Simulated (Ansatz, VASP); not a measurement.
Two plane-wave programs on Sr

The input INCAR:

```
SYSTEM = Sr
PREC = Accurate
ENCUT = 520
EDIFF = 1E-6
ISMEAR = -1
SIGMA = 0.08
LREAL = .FALSE.
LASPH = .TRUE.
NELM = 100
ALGO = Normal
ISIF = 2
LWAVE = .FALSE.
LCHARG = .TRUE.
GGA = PE
LELF = .TRUE.
LVHAR = .TRUE.
NBANDS = 28
```

The input KPOINTS:

```
regular mesh
0
G
  9 9 3
  0 0 0
```

POSCAR

```
Sr
1.0
    4.2681203181      0.0000000000      0.0000000000
   -2.1340601591      3.6963006219      0.0000000000
    0.0000000000      0.0000000000     13.9761587667
Sr
4
Direct
    0.0000000000      0.0000000000      0.0000000000
    0.0000000000      0.0000000000      0.5000000000
    0.3333333333      0.6666666667      0.2500000000
    0.6666666667      0.3333333333      0.7500000000
```

Input for Ansatz:

```yaml
crystal:
  lattice:
    - [4.2681203181, 0.0, 0.0]
    - [-2.1340601591, 3.6963006219, 0.0]
    - [0.0, 0.0, 13.9761587667]
  atoms:
    - { symbol: Sr, position: [0.0, 0.0, 0.0] }
    - { symbol: Sr, position: [0.0, 0.0, 0.5] }
    - { symbol: Sr, position: [0.3333333333, 0.6666666667, 0.25] }
    - { symbol: Sr, position: [0.6666666667, 0.3333333333, 0.75] }
kpoints:
  mp_grid: { grid: [9, 9, 3] }
  band_path:
    path:
      - [0.0, 0.0, 0.0]
      - [0.5, 0.0, 0.0]
      - [0.3333333333, 0.3333333333, 0.0]
      - [0.0, 0.0, 0.0]
      - [0.0, 0.0, 0.5]
      - [0.5, 0.0, 0.5]
      - [0.3333333333, 0.3333333333, 0.5]
      - [0.0, 0.0, 0.5]
      - [0.5, 0.0, 0.5]
    npoints: 8
scf:
  occupations: { method: fermi_dirac, width: 0.08 }
hamiltonian:
  xc: pbe
  pseudopotentials: { kind: paw }
output:
  forces: true
  stress: true
  eigenvalues: true
  populations: true
  dos: { projected: true, de: 0.2, e_range: [-14, 8] }
```

Change from the starting cell: volume scaled by 1, PAW files.

Alike in both runs: task single point; functional PBE; k mesh 9 × 9 × 3; occupations fermi-dirac, width 0.08 eV; no spin polarisation.

|  | VASP | Ansatz |
| --- | --- | --- |
| version | VASP 6.6.1 | Ansatz 0.2.0 |
| potentials or method | VASP PAW PBE potentials, release 64 (Sr_sv) | PAW with Ansatz's default frozen-core files, scalar-relativistic |
| plane-wave cutoff (eV) | 520 | 420 |
| valence electrons in the cell | 40 | 40 |

```tsv
	VASP	Ansatz	Ansatz less VASP
pressure (GPa)	0.0	0.0	-0.01
```

With one functional, cell and mesh, what is left measures potentials, basis and numerics.
